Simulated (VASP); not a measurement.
# La6N (P-3m1) in VASP: notebook, part 2 of 2

VASP 6.6.1. The steps go on from the part before.

## (3) Single point, PBE

INCAR

```
PREC     = Accurate       # precision mode
ENCUT    = 520            # plane-wave cutoff, eV
EDIFF    = 1E-6           # SCF threshold, eV
ISMEAR   = 0              # smearing method
SIGMA    = 0.1            # smearing width, eV
LREAL    = F              # projectors in reciprocal space
LASPH    = T              # aspherical terms in the spheres
NELM     = 60             # most SCF steps
ALGO     = Normal         # electronic algorithm
ISIF     = 2              # what is computed and relaxed
LWAVE    = F              # write WAVECAR
LCHARG   = T              # write CHGCAR
GGA      = PE             # functional
LELF     = T              # ELF
LVHAR    = T            
NBANDS   = 44             # bands
```

KPOINTS

```
regular mesh
0
Gamma
  12 12 2
```

POSCAR

```
La6N
1.0
    3.7141619252      0.0000000000      0.0000000000
   -1.8570809626      3.2165585810      0.0000000000
    0.0000000000      0.0000000000     18.9139760641
La N
6 1
Direct
    0.3333333333      0.6666666667      0.4179688545
    0.6666666667      0.3333333333      0.5820311455
    0.3333333333      0.6666666667      0.0747823588
    0.6666666667      0.3333333333      0.9252176412
    0.0000000000      0.0000000000      0.7383899800
    0.0000000000      0.0000000000      0.2616100200
    0.0000000000      0.0000000000      0.0000000000
```

Potentials or basis: VASP PAW PBE potentials, release 64 (La, N).

Started as:

```
> cat potpaw_PBE.64/La/POTCAR potpaw_PBE.64/N/POTCAR > POTCAR
> mpirun -np 1 vasp_std > vasp.out
```

OUTCAR:

```text
PREC = Accurate
   ENCUT = 520
   EDIFF = 1E-6
   ISMEAR = 0
   LREAL = F
   LASPH = T
   NELM = 60
   ISIF = 2
   GGA = PE

 ion  position               nearest neighbor table
   1  0.333  0.667  0.418-   6 3.65   6 3.65   6 3.65
   2  0.667  0.333  0.582-   5 3.65   5 3.65   5 3.65
   3  0.333  0.667  0.075-   7 2.57   7 2.57   7 2.57   4 3.55   4 3.55   4 3.55
   4  0.667  0.333  0.925-   7 2.57   7 2.57   7 2.57   3 3.55   3 3.55   3 3.55
   5  0.000  0.000  0.738-   2 3.65   2 3.65   2 3.65
   6  0.000  0.000  0.262-   1 3.65   1 3.65   1 3.65
   7  0.000  0.000  0.000-   3 2.57   4 2.57   4 2.57   3 2.57   4 2.57   3 2.57

  LATTYP: Found a hexagonal cell.
 ALAT       =     3.7141619252
 C/A-ratio  =     5.0923940434

  Lattice vectors:

 A1 = (   3.7141619252,   0.0000000000,   0.0000000000)
 A2 = (  -1.8570809626,   3.2165585810,   0.0000000000)
 A3 = (   0.0000000000,   0.0000000000,  18.9139760641)

Analysis of symmetry for initial positions (statically):
=====================================================================
 Subroutine PRICEL returns:
 Original cell was already a primitive cell.

 Routine SETGRP: Setting up the symmetry group for a
 hexagonal supercell.

 Subroutine GETGRP returns: Found 12 space group operations
 (whereof 12 operations were pure point group operations)
 out of a pool of 24 trial point group operations.

The static configuration has the point symmetry D_3d.

Analysis of symmetry for dynamics (positions and initial velocities):
=====================================================================
 Subroutine PRICEL returns:
 Original cell was already a primitive cell.

 Routine SETGRP: Setting up the symmetry group for a
 hexagonal supercell.

 Subroutine GETGRP returns: Found 12 space group operations
 (whereof 12 operations were pure point group operations)
 out of a pool of 24 trial point group operations.

The dynamic configuration has the point symmetry D_3d.

 Subroutine INISYM returns: Found 12 space group operations
 (whereof 12 operations are pure point group operations),
 and found     1 'primitive' translations

----------------------------------------------------------------------------------------

                                     Primitive cell

  volume of cell :     225.9619

  direct lattice vectors                    reciprocal lattice vectors
     3.714161925  0.000000000  0.000000000     0.269239742  0.155445638  0.000000000
    -1.857080963  3.216558581  0.000000000     0.000000000  0.310891276  0.000000000
     0.000000000  0.000000000 18.913976064     0.000000000  0.000000000  0.052870956

  length of vectors
     3.714161925  3.714161925 18.913976064     0.310891276  0.310891276  0.052870956

  position of ions in fractional coordinates (direct lattice)
     0.333333333  0.666666667  0.417968855
     0.666666667  0.333333333  0.582031145
     0.333333333  0.666666667  0.074782359
     0.666666667  0.333333333  0.925217641
     0.000000000  0.000000000  0.738389980
     0.000000000  0.000000000  0.261610020
     0.000000000  0.000000000  0.000000000

  ion indices of the primitive-cell ions
   primitive index   ion index
                 1           1
                 2           2
                 3           3
                 4           4
                 5           5
                 6           6
                 7           7
[... 26 lines left out ...]

 Following reciprocal coordinates:
            Coordinates               Weight
  0.000000  0.000000  0.000000      1.000000
  0.083333  0.000000  0.000000      6.000000
  0.166667  0.000000  0.000000      6.000000
  0.250000  0.000000  0.000000      6.000000
  0.333333  0.000000  0.000000      6.000000
  0.416667  0.000000  0.000000      6.000000
[... 16 lines left out ...]
  0.250000  0.000000  0.500000      6.000000
  0.333333  0.000000  0.500000      6.000000
 [... further k-points ...]
   k-points           NKPTS =     38   k-points in BZ     NKDIM =     38   number of bands    NBANDS=     44
   number of dos      NEDOS =    301   number of ions     NIONS =      7
   total plane-waves  NPLWV = 112896
   dimension x,y,z NGX =    28 NGY =   28 NGZ =  144
   dimension x,y,z NGXF=    56 NGYF=   56 NGZF=  288
   ions per type =               6   1
   NGX,Y,Z   is equivalent  to a cutoff of  12.53, 12.53, 12.66 a.u.
   NGXF,Y,Z  is equivalent  to a cutoff of  25.07, 25.07, 25.31 a.u.
 SYSTEM =  unknown system
   PREC   = accura    normal or accurate (medium, high low for compatibility)
   ISTART =      0    job   : 0-new  1-cont  2-samecut
   ICHARG =      2    charge: 1-file 2-atom 10-const
   ISPIN  =      1    spin polarized calculation?
   LNONCOLLINEAR =      F non collinear calculations
   LSORBIT =      F    spin-orbit coupling
   LASPH  =      T    aspherical Exc in radial PAW
   ENCUT  =  520.0 eV  38.22 Ry    6.18 a.u.   6.91  6.91 35.17*2*pi/ulx,y,z
   NELM   =     60;   NELMIN=  2; NELMDL= -5     # of ELM steps
   EDIFF  = 0.1E-05   stopping-criterion for ELM
   LREAL  =      F    real-space projection
   EDIFFG = 0.1E-04   stopping-criterion for IOM
   NSW    =      0    number of steps for IOM
   IBRION =     -1    ionic relax: 0-MD 1-quasi-New 2-CG
   NFREE  =      0    steps in history (QN), initial steepest desc. (CG)
   ISIF   =      2    stress and relaxation
   ISYM   =      2    0-nonsym 1-usesym 2-fastsym
   POTIM  = 0.5000    time-step for ionic-motion
   TEBEG  =    0.0;   TEEND  =   0.0 temperature during run
   PSTRESS=    0.0 pullay stress
   NELECT =      71.0000    total number of electrons
   NUPDOWN=      -1.0000    fix difference up-down
   EMIN   =  10.00;   EMAX   =-10.00  energy-range for DOS
   EFERMI =   0.00;   METHOD = LEGACY
   ISMEAR =     0;   SIGMA  =   0.10  broadening in eV -4-tet -1-fermi 0-gaus
   EFERMI_NEDOS =   21; number of points for ismear=-14 and -15
   IALGO  =     38    algorithm
   IMIX   =      4    mixing-type and parameters
     AMIX     =   0.40;   BMIX     =  1.00
     AMIX_MAG =   1.60;   BMIX_MAG =  1.00
  volume/ion in A,a.u.               =      32.28       217.84
  Fermi-wavevector in a.u.,A,eV,Ry     =   1.112968  2.103204 16.853498  1.238697
  Thomas-Fermi vector in A             =   2.249548
   LORBIT       =      0    0 simple, 1 ext, 2 COOP (PROOUT), +10 PAW based schemes
   GGA     = PE    functional components
   LHFCALC =     F    Hartree Fock is set to
   AEXX    =    0.0000 exact exchange contribution
   IVDW    =     0    specifies the selected vdW correction
   LEPSILON=     F    determine dielectric tensor
   LRPA    =     F    only Hartree local field effects (RPA)
 non-spin polarized calculation
 Gauss-broadening in eV      SIGMA  =   0.10
  energy-cutoff  :      520.00
  volume of cell :      225.96
 maximum number of plane-waves:      6112
 NGX is ok and might be reduce to    28
   NGX = 13   NGY = 13   NGZ = 71

 number of electron      71.0000001 magnetization

 Free energy of the ion-electron system (eV)
  ---------------------------------------------------
  ext. energy  EPLUGINS =         0.00000000
  ---------------------------------------------------
  free energy    TOTEN  =       -40.33411652 eV

  energy without entropy =      -40.29672620  energy(sigma->0) =      -40.31542136

 E-fermi :   7.9481     XC(G=0):  -9.6609

 val. band max:        7.9464124749   @ k =   0.2500   0.0833   0.5000
 cond. band min:       7.9527138228   @ k =   0.3333   0.2500   0.5000
 fundamental gap:      0.0063013479
 Fermi energy:         7.9481213158

 k-point     1 :       0.0000    0.0000    0.0000
  band No.  band energies     occupation
      1     -24.9031      2.00000
      2     -24.8882      2.00000
      3     -24.7608      2.00000
      4     -24.7450      2.00000
      5     -24.6790      2.00000
      6     -24.5491      2.00000
[... 1117 lines left out ...]
     43       9.3801      0.00000
     44       9.4866      0.00000

 [... further k-points ...]
[... 5 lines left out ...]
  --------------------------------------------------------------------------------------
  -------------------------------------------------------------------------------------
  Total        0.0255644      0.0255644      0.0341431      0.0000000      0.0000000     -0.0000000
  in kB        0.1812641      0.1812641      0.2420909      0.0000000      0.0000000     -0.0000000
  external PRESSURE =       0.2015397 kB  Pullay stress =       0.0000000 kB

 VOLUME and BASIS-vectors are now :
 -----------------------------------------------------------------------------
  energy-cutoff  :      520.00
  volume of cell :      225.96
      direct lattice vectors                 reciprocal lattice vectors
     3.714161925  0.000000000  0.000000000     0.269239742  0.155445638  0.000000000
    -1.857080963  3.216558581  0.000000000     0.000000000  0.310891276  0.000000000
     0.000000000  0.000000000 18.913976064     0.000000000  0.000000000  0.052870956

 POSITION                                       TOTAL-FORCE (eV/Angst)
 -----------------------------------------------------------------------------------
     -0.00000      2.14437      7.90545        -0.000000     -0.000000      0.004935
      1.85708      1.07219     11.00852         0.000000      0.000000     -0.004935
     -0.00000      2.14437      1.41443         0.000000     -0.000000     -0.009092
      1.85708      1.07219     17.49954        -0.000000      0.000000      0.009092
      0.00000      0.00000     13.96589        -0.000000      0.000000      0.008182
      0.00000      0.00000      4.94809        -0.000000     -0.000000     -0.008182
      0.00000      0.00000      0.00000        -0.000000      0.000000      0.000000
 -----------------------------------------------------------------------------------
    total drift:                                0.000000     -0.000000     -0.000000

  FREE ENERGIE OF THE ION-ELECTRON SYSTEM (eV)
  ---------------------------------------------------
  free  energy   TOTEN  =       -40.3341165173 eV

  energy  without entropy=      -40.2967261957  energy(sigma->0) =      -40.31542136
```

Run time: 11 min. Hardware: 1 thread of AMD EPYC 7R13, shared host; peak memory 0.53 GiB.

What came out:

* Free energy: -40.3341 eV
* Pressure: 0.0 GPa
* Largest force: 0.009 eV/Å

Forces in eV/Å, atoms in the order of the input:
```
La   0.000  0.000  0.005
La   0.000  0.000 -0.005
La   0.000  0.000 -0.009
La   0.000  0.000  0.009
La   0.000  0.000  0.008
La   0.000  0.000 -0.008
N    0.000  0.000  0.000
```

Caveat: spin-orbit coupling is left out, which moves the levels of the heavy elements.
